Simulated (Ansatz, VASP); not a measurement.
**One calculation of ZrTa3N4, two programs**

```
CELL_PARAMETERS angstrom
2.99977 0.00000 0.00000
-1.49989 2.59788 0.00000
0.00000 0.00000 11.91830
ATOMIC_POSITIONS crystal
Zr 0.00000 0.00000 0.00000
Ta 0.00000 0.00000 0.50000
Ta 0.00000 0.00000 0.75000
Ta 0.00000 0.00000 0.25000
N 0.33333 0.66667 0.62500
N 0.33333 0.66667 0.37500
N 0.33333 0.66667 0.87500
N 0.33333 0.66667 0.12500
```

Alike in both runs: task relaxation of cell and atoms; functional PBE; k mesh 5 × 5 × 1; occupations gaussian, width 0.15 eV; no spin polarisation.

|  | VASP | Ansatz |
| --- | --- | --- |
| version | VASP 6.6.1 | Ansatz 0.2.0 |
| potentials or method | VASP PAW PBE potentials, release 64 (Zr_sv, Ta_pv, N), cutoff 600 eV | scalar-relativistic, plane waves, PAW |
| valence electrons in the cell | 65 | 71 |

```csv
,VASP,Ansatz,Ansatz less VASP
"gap on the k mesh at the Fermi level, each at its own relaxed structure (eV)",none,none,-
relaxed volume (Å³/atom),11.27,11.26,-0.012
relaxed cell length with the largest relative difference (Å),2.989,2.987,-0.0021
```

A gap of «none» marks a metal or a gap that the smearing closes. VASP's potentials hold 65 valence electrons a cell and Ansatz's 71, so a difference there can come from the potentials and not from the codes.

The k mesh is coarse, so the values compare programs but aren't converged. Neither program's run includes spin-orbit coupling.
